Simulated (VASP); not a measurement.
Wanted: the native input for a VASP 6.6.1 run.

- Task: single point
- Functional: PBE
- Potentials or basis: VASP PAW PBE potentials, release 64 (Ga_d)
- Cutoff: 520 eV
- k mesh: 5 × 5 × 4
- Occupations: fermi-dirac, width 0.1 eV
- Spin: no spin polarisation
- Dipole correction: no
- Further INCAR settings: ALGO = Fast; EDIFF = 1e-07; NBANDS = 34

The structure of Ga lies in POSCAR:

```
Ga
1.0
    2.2615000000     -3.8305000000      0.0000000000
    2.2615000000      3.8305000000      0.0000000000
    0.0000000000      0.0000000000      4.5240000000
Ga
4
Direct
    0.3575740000      0.6498150000      0.4138550000
    0.1433230000      0.8385800000      0.9163590000
    0.6559530000      0.3461020000      0.5984340000
    0.8513050000      0.1627760000      0.0864020000
```

These files were run (other wordings do the same):

INCAR

```
PREC = Accurate
ENCUT = 520
EDIFF = 1E-7
ISMEAR = -1
SIGMA = 0.1
LREAL = False
LASPH = True
NELM = 60
ALGO = Fast
ISIF = 2
LWAVE = False
LCHARG = False
GGA = PE
NBANDS = 34
```

KPOINTS

```
regular mesh
0
Gamma
  5 5 4
```

Potentials or basis: VASP PAW PBE potentials, release 64 (Ga_d).

Command:

```bash
$ cat potpaw_PBE.64/Ga_d/POTCAR > POTCAR
$ mpirun -np 1 vasp_std > vasp.out
```

Results of the run:

```yaml
Pressure: 2.0 GPa
Largest_force: 0.526 eV/Å
Band_gap_on_the_k_mesh: zero (bands 26 and 27 overlap by 1.42 eV)
```

Wall time 68 s on 1 thread of Intel(R) Xeon(R) 6975P-C (Granite Rapids), on a shared host, peak memory 0.25 GiB.
